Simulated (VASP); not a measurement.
# Ir: single point with LDA

The system is Ir.

```xyz
1
Lattice="0.0000 1.9055 1.9055 1.9055 0.0000 1.9055 1.9055 1.9055 0.0000" Properties=species:S:1:pos:R:3 pbc="T T T"
Ir    0.0000    0.0000    0.0000
```

```yaml
Program: VASP 6.6.1
Task: single point
Functional: LDA
Potentials_or_basis: VASP PAW LDA potentials, release 64 (Ir_sv_GW)
Cutoff: 560 eV
k_mesh: 18 × 18 × 18
Occupations: gaussian, width 0.05 eV
Spin: no spin polarisation
Dipole_correction: no
Further_INCAR_settings: ALGO = Normal; EDIFF = 1e-06; NBANDS = 14
```

| Quantity | Value |
| --- | --- |
| Pressure | -0.4 GPa |
| Band gap on the k mesh | zero (an odd number of electrons rules out a gap without spin polarisation) |

Levels at points of the mesh, in eV from the Fermi level:
| k point | band 5 | band 6 | band 7 | band 8 | band 9 | band 10 | band 11 | band 12 |
| --- | --- | --- | --- | --- | --- | --- | --- | --- |
| (0.00, 0.00, 0.00) | -11.36 | -4.08 | -4.08 | -4.08 | -1.26 | -1.26 | 13.54 | 19.14 |
| (0.50, 0.00, 0.00) | -8.38 | -4.18 | -4.18 | -0.79 | 0.91 | 0.91 | 7.48 | 13.21 |
| (0.50, 0.50, 0.00) | -8.20 | -7.64 | 0.90 | 1.51 | 1.51 | 1.71 | 10.82 | 11.55 |

Wall time 36 s on 1 thread of AMD EPYC 7R13 Processor (Zen 3), on a shared host, peak memory 0.14 GiB.

Caveat: spin-orbit coupling is left out, which moves the levels of the heavy elements.
